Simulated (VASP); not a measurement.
Set up this calculation in VASP 6.6.1, as the native input.

```
Task                   : relaxation of cell and atoms
Functional             : PBE
Potentials or basis    : VASP PAW PBE potentials, release 64 (Mo_sv, Ru_pv)
Cutoff                 : 600 eV
k mesh                 : 6 × 6 × 6
Occupations            : gaussian, width 0.1 eV
Spin                   : no spin polarisation
Dipole correction      : no
Further INCAR settings : ALGO = Normal; EDIFF = 1e-06; IBRION = 2; EDIFFG = -0.04; NSW = 90; ISIF = 3
```

The structure of Mo3Ru lies in POSCAR:

```
Mo3Ru
1.0
    0.0000000000      3.2291133200      3.2291133200
    3.2291133200      0.0000000000      3.2291133200
    3.2291133200      3.2291133200      0.0000000000
Mo Ru
3 1
Direct
    0.7500000000      0.7500000000      0.7500000000
    0.5000000000      0.5000000000      0.5000000000
    0.2500000000      0.2500000000      0.2500000000
    0.0000000000      0.0000000000      0.0000000000
```

The input as run:

INCAR

```
PREC = Accurate
ENCUT = 600
EDIFF = 1E-6
ISMEAR = 0
SIGMA = 0.1
LREAL = F
LASPH = T
NELM = 80
ALGO = Normal
ISIF = 3
LWAVE = F
LCHARG = F
GGA = PE
IBRION = 2
NSW = 90
EDIFFG = -0.04
```

KPOINTS

```
Automatic mesh
0
Gamma
  6 6 6
```

Potentials or basis: VASP PAW PBE potentials, release 64 (Mo_sv, Ru_pv).

Run with:

```bash
$ cat potpaw_PBE.64/Mo_sv/POTCAR potpaw_PBE.64/Ru_pv/POTCAR > POTCAR
$ mpirun -np 1 vasp_std > vasp.out
```

It gave:

```
Relaxed volume                        : 15.40 Å³/atom
Relaxed cell                          : a = 4.433 Å, b = 4.433 Å, c = 4.433 Å, α = 60.00°, β = 60.00°, γ = 60.00°
Space group after relaxing (to 0.1 Å) : Fm-3m (No. 225)
Pressure after relaxing               : 0.0 GPa
Band gap on the k mesh                : zero (bands 28 and 29 overlap by 0.85 eV)
```

It took 78 s on 1 thread of Intel(R) Xeon(R) 6975P-C (Granite Rapids) (shared host), peak memory 0.23 GiB.
